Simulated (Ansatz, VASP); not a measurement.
**Al2GaP2 in VASP and in Ansatz**

INCAR

```
SYSTEM = Al2GaP2
  ALGO = Normal
  EDIFF = 1E-6
  EDIFFG = -0.01
  ENCUT = 600
  GGA = PE
  IBRION = 2
  ISIF = 3
  ISMEAR = 0
  LASPH = .True.
  LCHARG = .False.
  LREAL = .False.
  LWAVE = .False.
  NELM = 60
  NSW = 100
  PREC = Accurate
  SIGMA = 0.1
```

File KPOINTS:

```
k-points
0
Gamma
  12 12 4
  0 0 0
```

POSCAR

```
Al2GaP2
1.0
    3.3836334735      0.0000000000      0.0000000000
    0.0000000000      3.3836334735      0.0000000000
    0.0000000000      0.0000000000      8.7342366251
Al Ga P
2 1 2
Direct
    0.0000000000      0.0000000000      0.4004671773
    0.5000000000      0.5000000000      0.0622996661
    0.5000000000      0.5000000000      0.5316130445
    0.0000000000      0.0000000000      0.1333160325
    0.5000000000      0.5000000000      0.7921245895
```

Input for Ansatz:

```yaml
crystal:
  lattice:
    - [3.3836334735, 0.0, 0.0]
    - [0.0, 3.3836334735, 0.0]
    - [0.0, 0.0, 8.7342366251]
  atoms:
    - { symbol: Al, position: [0.0, 0.0, 0.4004671773] }
    - { symbol: Al, position: [0.5, 0.5, 0.0622996661] }
    - { symbol: Ga, position: [0.5, 0.5, 0.5316130445] }
    - { symbol: P, position: [0.0, 0.0, 0.1333160325] }
    - { symbol: P, position: [0.5, 0.5, 0.7921245895] }
basis:
  ecutwfc: 420
kpoints:
  mp_grid: { grid: [12, 12, 4] }
hamiltonian:
  xc: pbe
scf:
  occupations: { method: gaussian, width: 0.1 }
output:
  forces: true
  stress: true
  eigenvalues: true
relax:
  adjacent_minimum: "off"
  f_tol: 0.01
  max_steps: 80
  cell: { stress_tol: 0.05 }
```

Alike in both runs: task relaxation of cell and atoms; functional PBE; k mesh 12 × 12 × 4; occupations gaussian, width 0.1 eV; no spin polarisation.

|  | VASP | Ansatz |
| --- | --- | --- |
| version | VASP 6.6.1 | Ansatz 0.2.0 |
| potentials or method | VASP PAW PBE potentials, release 64 (Al, Ga_d, P), cutoff 600 eV | scalar-relativistic, plane waves, PAW |
| valence electrons in the cell | 29 | 29 |

|  | VASP | Ansatz | Ansatz less VASP |
| --- | --- | --- | --- |
| gap on the k mesh at the Fermi level, each at its own relaxed structure (eV) | none | none | - |
| relaxed volume (Å³/atom) | 19.99 | 20.00 | +0.004 |
| relaxed cell length with the largest relative difference (Å) | 3.373 | 3.373 | +0.0006 |

A gap of «none» marks a metal or a gap that the smearing closes.

Noted on VASP's run: too few bands were computed for a metal, which touches its energy and stress.
